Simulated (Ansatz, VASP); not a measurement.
## CdSe in VASP and in Ansatz

```xyz
2
Lattice="0.0000 2.6822 2.6822 2.6822 0.0000 2.6822 2.6822 2.6822 0.0000" Properties=species:S:1:pos:R:3 pbc="T T T"
Cd    0.0000    0.0000    0.0000
Se    2.6822    2.6822    2.6822
```

Alike in both runs: task single point; functional r2SCAN; k mesh 12 × 12 × 12; occupations gaussian, width 0.05 eV; no spin polarisation.

|  | VASP | Ansatz |
| --- | --- | --- |
| version | VASP 6.6.1 | Ansatz 0.2.0 |
| potentials or method | VASP PAW PBE potentials, release 64 (Cd, Se), cutoff 520 eV | scalar-relativistic, plane waves, PAW |
| valence electrons in the cell | 18 | 36 |

|  | VASP | Ansatz | Ansatz less VASP |
| --- | --- | --- | --- |
| gap on the k mesh at the Fermi level (eV) | none | none | - |
| pressure (GPa) | 19.2 | 18.3 | -0.88 |

VASP's potentials were made for PBE, not for r2SCAN. A gap of «none» marks a metal or a gap that the smearing closes. VASP's potentials hold 18 valence electrons a cell and Ansatz's 36, so a difference there can come from the potentials and not from the codes.
